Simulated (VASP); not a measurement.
Here is a VASP 6.6.1 calculation.

File INCAR:

```
PREC     = Accurate       # precision mode
ENCUT    = 500            # plane-wave cutoff, eV
EDIFF    = 1E-6           # SCF threshold, eV
ISMEAR   = 0              # smearing method
SIGMA    = 0.1            # smearing width, eV
LREAL    = False          # projectors in reciprocal space
LASPH    = True           # aspherical terms in the spheres
NELM     = 200            # most SCF steps
ALGO     = Normal         # electronic algorithm
ISIF     = 2              # what is computed and relaxed
LWAVE    = False          # write WAVECAR
LCHARG   = False          # write CHGCAR
ISPIN    = 2              # spin polarisation
MAGMOM   = 0.51           # initial moments
LORBIT   = 11             # projections on sites
LMAXMIX  = 4              # l up to which the mixer works
GGA      = PE             # functional
IVDW     = 13             # dispersion correction
NBANDS   = 16             # bands
GGA_COMPAT= False
```

File KPOINTS:

```
regular mesh
0
Gamma
  6 6 6
```

POSCAR

```
V
1.0
   -1.5109799709      1.5109799709      1.5109799709
    1.5109799709     -1.5109799709      1.5109799709
    1.5109799709      1.5109799709     -1.5109799709
V
1
Direct
    0.0000000000      0.0000000000      0.0000000000
```

Potentials or basis: VASP PAW PBE potentials, release 64 (V_sv).

Run with:

```bash
$ cat potpaw_PBE.64/V_sv/POTCAR > POTCAR
$ mpirun -np 1 vasp_std > vasp.out
```

(1) Estimate the net moment.

(2) Predict the pressure.

## Answers

(1) 0.62 μB per cell.

(2) -6.5 GPa.

Caveat: the k points lie up to 0.49 Å⁻¹ apart; pairwise dispersion overbinds metals, which lowers pressure and volume.
